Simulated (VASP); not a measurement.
# In2Ge2O3 (Immm) in VASP: notebook

The runs below take In2Ge2O3 through single point, relaxation of cell and atoms, with PBE.

Program: VASP 6.6.1. These are calculated values, not measurements. Logs are shortened: lines on timing, memory, paths and dates and some standing lists are left out, and cuts for length are marked.

## 1. The cell of the first run

The structure is orthorhombic, space group Immm (No. 71). Conventional cell: a = 3.909 Å, b = 5.796 Å, c = 12.683 Å, α = 90.00°, β = 90.00°, γ = 90.00°. Within 2.6 Å of In (site symmetry mmm) lie 2 O at 1.95 Å. Within 3.5 Å of In (site symmetry mmm) lie 6 O at 2.69 to 3.50 Å and 2 In at 2.90 Å. Ge (site symmetry mm2) has 2 O at 2.08 Å within 2.7 Å. O (site symmetry mm2) has 2 Ge at 2.08 Å and 1 In at 2.69 Å within 2.7 Å. Within 2.6 Å of O (site symmetry mmm) lie 2 In at 1.95 Å.

The cell was generated, and may not be a known phase.

## 2. Single point, PBE

The input, INCAR:

```
SYSTEM = In2Ge2O3
PREC = Accurate ; ENCUT = 520
EDIFF = 1E-6 ; ISMEAR = 0
SIGMA = 0.15 ; LREAL = .False.
LASPH = .True. ; NELM = 100
ALGO = Normal ; ISIF = 2
LWAVE = .False. ; LCHARG = .False.
GGA = PE ; NBANDS = 45
```

The input, KPOINTS:

```
regular mesh
0
Gamma
  4 4 4
  0 0 0
```

The input, POSCAR:

```
In2Ge2O3
1.0
   -1.9544497649      2.8981036956      6.3415559923
    1.9544497649     -2.8981036956      6.3415559923
    1.9544497649      2.8981036956     -6.3415559923
In Ge O
2 2 3
Direct
    0.0000000000      0.0000000000      0.0000000000
    0.5000000000      0.0000000000      0.5000000000
    0.7671896938      0.7671896938      0.0000000000
    0.2328103062      0.2328103062      0.0000000000
    0.7118056429      0.2118056429      0.5000000000
    0.2881943571      0.7881943571      0.5000000000
    0.0000000000      0.5000000000      0.5000000000
```

Potentials or basis: VASP PAW PBE potentials, release 64 (In_d, Ge_d, O).

Launch:

```
$ cat potpaw_PBE.64/In_d/POTCAR potpaw_PBE.64/Ge_d/POTCAR potpaw_PBE.64/O/POTCAR > POTCAR
$ mpirun -np 1 vasp_std > vasp.out
```

OUTCAR:

```text
SYSTEM = In2Ge2O3
   PREC = Accurate
   ENCUT = 520
   EDIFF = 1E-6
   ISMEAR = 0
   LREAL = .False.
   LASPH = .True.
   NELM = 100
   ISIF = 2
   GGA = PE

 ion  position               nearest neighbor table
   1  0.000  0.000  0.000-   7 1.95   7 1.95   2 2.90   2 2.90   4 2.95   3 2.95
   2  0.500  0.000  0.500-   5 2.69   6 2.69   1 2.90   1 2.90
   3  0.767  0.767  0.000-   5 2.08   5 2.08   1 2.95
   4  0.233  0.233  0.000-   6 2.08   6 2.08   1 2.95
   5  0.712  0.212  0.500-   3 2.08   3 2.08   2 2.69
   6  0.288  0.788  0.500-   4 2.08   4 2.08   2 2.69
   7  0.000  0.500  0.500-   1 1.95   1 1.95

  LATTYP: Found a body centered orthorhombic cell.
 ALAT       =     3.9088995298
 B/A-ratio  =     1.4828233233
 C/A-ratio  =     3.2446758705

  Lattice vectors:

 A1 = (  -1.9544497649,   2.8981036956,   6.3415559923)
 A2 = (   1.9544497649,  -2.8981036956,   6.3415559923)
 A3 = (   1.9544497649,   2.8981036956,  -6.3415559923)

Analysis of symmetry for initial positions (statically):
=====================================================================
 Subroutine PRICEL returns:
 Original cell was already a primitive cell.

 Routine SETGRP: Setting up the symmetry group for a
 body centered orthorhombic supercell.

 Subroutine GETGRP returns: Found  8 space group operations
 (whereof  8 operations were pure point group operations)
 out of a pool of  8 trial point group operations.

The static configuration has the point symmetry D_2h.

Analysis of symmetry for dynamics (positions and initial velocities):
=====================================================================
 Subroutine PRICEL returns:
 Original cell was already a primitive cell.

 Routine SETGRP: Setting up the symmetry group for a
 body centered orthorhombic supercell.

 Subroutine GETGRP returns: Found  8 space group operations
 (whereof  8 operations were pure point group operations)
 out of a pool of  8 trial point group operations.

The dynamic configuration has the point symmetry D_2h.

 Subroutine INISYM returns: Found  8 space group operations
 (whereof  8 operations are pure point group operations),
 and found     1 'primitive' translations

----------------------------------------------------------------------------------------

                                     Primitive cell

[... 95 lines left out ...]
   EDIFFG = 0.1E-04   stopping-criterion for IOM
   NSW    =      0    number of steps for IOM
   IBRION =     -1    ionic relax: 0-MD 1-quasi-New 2-CG
   NFREE  =      0    steps in history (QN), initial steepest desc. (CG)
   ISIF   =      2    stress and relaxation
   ISYM   =      2    0-nonsym 1-usesym 2-fastsym
   POTIM  = 0.5000    time-step for ionic-motion
   TEBEG  =    0.0;   TEEND  =   0.0 temperature during run
   PSTRESS=    0.0 pullay stress
   NELECT =      72.0000    total number of electrons
   NUPDOWN=      -1.0000    fix difference up-down
   EMIN   =  10.00;   EMAX   =-10.00  energy-range for DOS
   EFERMI =   0.00;   METHOD = LEGACY
   ISMEAR =     0;   SIGMA  =   0.15  broadening in eV -4-tet -1-fermi 0-gaus
   EFERMI_NEDOS =   21; number of points for ismear=-14 and -15
   IALGO  =     38    algorithm
   IMIX   =      4    mixing-type and parameters
     AMIX     =   0.40;   BMIX     =  1.00
     AMIX_MAG =   1.60;   BMIX_MAG =  1.00
  volume/ion in A,a.u.               =      20.53       138.51
  Fermi-wavevector in a.u.,A,eV,Ry     =   1.300332  2.457271 23.005591  1.690863
  Thomas-Fermi vector in A             =   2.431538
   LORBIT       =      0    0 simple, 1 ext, 2 COOP (PROOUT), +10 PAW based schemes
   GGA     = PE    functional components
   LHFCALC =     F    Hartree Fock is set to
   AEXX    =    0.0000 exact exchange contribution
   IVDW    =     0    specifies the selected vdW correction
   LEPSILON=     F    determine dielectric tensor
   LRPA    =     F    only Hartree local field effects (RPA)
 non-spin polarized calculation
 Gauss-broadening in eV      SIGMA  =   0.15
  energy-cutoff  :      520.00
  volume of cell :      143.68
 maximum number of plane-waves:      3895
 NGX is ok and might be reduce to    54
   NGX = 27   NGY = 27   NGZ = 27

 number of electron      72.0000011 magnetization

 Free energy of the ion-electron system (eV)
  ---------------------------------------------------
  ext. energy  EPLUGINS =         0.00000000
  ---------------------------------------------------
  free energy    TOTEN  =       -31.42347225 eV

  energy without entropy =      -31.37784844  energy(sigma->0) =      -31.40066035

 E-fermi :   4.3837     XC(G=0):  -9.3814

 val. band max:        4.3780118300   @ k =   0.5000   0.5000  -0.0000
 cond. band min:       4.4036436008   @ k =  -0.2500   0.2500   0.0000
 fundamental gap:      0.0256317708
 Fermi energy:         4.3836632116

 k-point     1 :       0.0000    0.0000    0.0000
  band No.  band energies     occupation
      1     -21.2023      2.00000
      2     -21.1910      2.00000
      3     -21.1657      2.00000
      4     -21.1606      2.00000
      5     -21.1454      2.00000
      6     -21.1249      2.00000
[... 853 lines left out ...]
     44       9.7182      0.00000
     45      10.0250      0.00000

------------------------ aborting loop because EDIFF is reached ----------------------------------------

  FORCE on cell =-STRESS in cart. coord.  units (eV):
  Direction    XX          YY          ZZ          XY          YZ          ZX
  --------------------------------------------------------------------------------------
  -------------------------------------------------------------------------------------
  Total        0.4692846      0.1199001      0.4379546      0.0000000      0.0000000      0.0000000
  in kB        5.2330229      1.3370143      4.8836599      0.0000000      0.0000000      0.0000000
  external PRESSURE =       3.8178990 kB  Pullay stress =       0.0000000 kB

 VOLUME and BASIS-vectors are now :
 -----------------------------------------------------------------------------
  energy-cutoff  :      520.00
  volume of cell :      143.68
      direct lattice vectors                 reciprocal lattice vectors
    -1.954449765  2.898103696  6.341555992     0.000000000  0.172526608  0.078845003
     1.954449765 -2.898103696  6.341555992     0.255826478  0.000000000  0.078845003
     1.954449765  2.898103696 -6.341555992     0.255826478  0.172526608  0.000000000

 POSITION                                       TOTAL-FORCE (eV/Angst)
 -----------------------------------------------------------------------------------
      0.00000      0.00000      0.00000         0.000000      0.000000     -0.000000
      0.00000      2.89810      0.00000         0.000000      0.000000     -0.000000
      0.00000      0.00000      9.73035        -0.000000      0.000000      0.038558
      0.00000      0.00000      2.95276         0.000000     -0.000000     -0.038558
      0.00000      2.89810      2.68635        -0.000000      0.000000     -0.002091
      1.95445      0.00000      3.65520        -0.000000      0.000000      0.002091
      1.95445      0.00000      0.00000         0.000000      0.000000     -0.000000
 -----------------------------------------------------------------------------------
    total drift:                                0.000000      0.000000     -0.000000

  FREE ENERGIE OF THE ION-ELECTRON SYSTEM (eV)
  ---------------------------------------------------
  free  energy   TOTEN  =       -31.4234722497 eV

  energy  without entropy=      -31.3778484442  energy(sigma->0) =      -31.40066035
```

OSZICAR:

```text
N       E                     dE             d eps       ncg     rms          rms(c)
DAV:   1     0.897139399310E+03    0.89714E+03   -0.33712E+04  1931   0.312E+03
DAV:   2     0.165864426540E+03   -0.73127E+03   -0.70233E+03  1644   0.894E+02
DAV:   3    -0.195228907697E+02   -0.18539E+03   -0.18048E+03  1811   0.267E+02
DAV:   4    -0.377571771562E+02   -0.18234E+02   -0.17947E+02  1963   0.917E+01
DAV:   5    -0.383977927018E+02   -0.64062E+00   -0.63877E+00  2022   0.176E+01    0.165E+01
DAV:   6    -0.320912616962E+02    0.63065E+01   -0.37248E+01  2356   0.432E+01    0.138E+01
DAV:   7    -0.314913366113E+02    0.59993E+00   -0.57248E+00  1960   0.123E+01    0.369E+00
DAV:   8    -0.314468967835E+02    0.44440E-01   -0.68053E-01  1972   0.425E+00    0.159E+00
DAV:   9    -0.314253087134E+02    0.21588E-01   -0.82253E-02  2284   0.204E+00    0.109E+00
DAV:  10    -0.314231755142E+02    0.21332E-02   -0.18599E-02  2039   0.825E-01    0.692E-01
DAV:  11    -0.314234821485E+02   -0.30663E-03   -0.12200E-02  2197   0.700E-01    0.149E-01
DAV:  12    -0.314234381881E+02    0.43960E-04   -0.18416E-03  2193   0.306E-01    0.761E-02
DAV:  13    -0.314234812693E+02   -0.43081E-04   -0.20403E-04  2083   0.771E-02    0.437E-02
DAV:  14    -0.314234707377E+02    0.10532E-04   -0.89486E-05  2231   0.622E-02    0.745E-03
DAV:  15    -0.314234718234E+02   -0.10857E-05   -0.14633E-05  1859   0.219E-02    0.587E-03
DAV:  16    -0.314234722497E+02   -0.42624E-06   -0.16910E-06  1336   0.815E-03
   1 F= -.31423472E+02 E0= -.31400660E+02  d E =-.456238E-01
```

stdout:

```text
POSCAR found type information on POSCAR InGeO
 POSCAR found :  3 types and       7 ions
 scaLAPACK will be used
 LDA part: xc-table for (Slater+PW92), standard interpolation
 POSCAR, INCAR and KPOINTS ok, starting setup
 FFT: planning ... GRIDC
 FFT: planning ... GRID_SOFT
 FFT: planning ... GRID
 WAVECAR not read
 entering main loop
```

Run time: 5.6 min. Hardware: 1 thread of Oxide Virtual Turin-like, shared host; peak memory 0.41 GiB.

What came out:

| Property | Result |
| --- | --- |
| Free energy | -31.4235 eV |
| Pressure | 0.4 GPa |
| Largest force | 0.039 eV/Å |
| Band gap on the k mesh | zero (bands 36 and 37 overlap by 0.43 eV) |

Forces on the atoms (eV/Å):
```
In   0.000  0.000  0.000
In   0.000  0.000  0.000
Ge   0.000  0.000  0.039
Ge   0.000  0.000 -0.039
O    0.000  0.000 -0.002
O    0.000  0.000  0.002
O    0.000  0.000  0.000
```

Stress tensor (GPa, compression positive):
```
0.52 0.00 0.00
0.00 0.13 0.00
0.00 0.00 0.49
```

Levels at points of the mesh, in eV from the Fermi level:
| k point | band 32 | band 33 | band 34 | band 35 | band 36 | band 37 | band 38 | band 39 | band 40 | band 41 |
| --- | --- | --- | --- | --- | --- | --- | --- | --- | --- | --- |
| (0.00, 0.00, 0.00) | -3.85 | -3.13 | -2.96 | -2.27 | -0.86 | 0.12 | 0.44 | 2.11 | 3.52 | 3.57 |
| (0.50, 0.00, 0.00) | -3.24 | -3.09 | -2.95 | -2.92 | -1.67 | 0.14 | 1.08 | 1.60 | 1.95 | 3.71 |
| (0.00, 0.50, 0.00) | -2.65 | -2.61 | -1.97 | -1.75 | -0.63 | -0.31 | 1.70 | 1.79 | 1.87 | 2.05 |
| (0.50, 0.50, 0.00) | -2.84 | -2.53 | -2.38 | -1.58 | -0.01 | 0.32 | 0.49 | 1.50 | 1.68 | 3.33 |
| (0.50, 0.50, 0.50) | -3.69 | -3.17 | -2.99 | -2.59 | -0.76 | 0.50 | 0.57 | 2.34 | 2.34 | 3.08 |

Caveat: the k points lie up to 0.42 Å⁻¹ apart; spin-orbit coupling is left out, which moves the levels of the heavy elements.

[end of part 1 of 2]

The gap in the log of VASP goes by the Fermi energy; the results here count the filled bands.